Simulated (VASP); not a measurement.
A run of VASP 6.6.1:

INCAR

```
ALGO = Normal
EDIFF = 1E-6
ENCUT = 500
GGA = PE
GGA_COMPAT = False
ISIF = 2
ISMEAR = 0
LASPH = True
LCHARG = False
LREAL = False
LWAVE = False
NBANDS = 26
NELM = 120
PREC = Accurate
SIGMA = 0.15
```

Contents of KPOINTS:

```
k-points
0
Gamma
  3 3 3
```

File POSCAR:

```
SiSnSeS2
1.0
    4.5378896681      0.0000000000      0.0000000000
    0.0000000000      4.5378896681      0.0000000000
    0.0000000000      0.0000000000      5.0511072798
Si Sn Se S
1 1 1 2
Direct
    0.5000000000      0.5000000000      0.5000000000
    0.0000000000      0.0000000000      0.0000000000
    0.5000000000      0.5000000000      0.0000000000
    0.5000000000      0.0000000000      0.5000000000
    0.0000000000      0.5000000000      0.5000000000
```

Potentials or basis: VASP PAW PBE potentials, release 64 (Si, Sn_d, Se, S).

Launch:

```console
$ cat potpaw_PBE.64/Si/POTCAR potpaw_PBE.64/Sn_d/POTCAR potpaw_PBE.64/Se/POTCAR potpaw_PBE.64/S/POTCAR > POTCAR
$ mpirun -np 1 vasp_std > vasp.out
```

Hardware: 1 thread of Intel Xeon 8259CL (shared host).

Q: How long does it take, and how much memory?

A: It took 24 s on 1 thread of Intel Xeon 8259CL, with other jobs on the host, peak memory 0.22 GiB. Counts: scf iterations 16, k points 6.
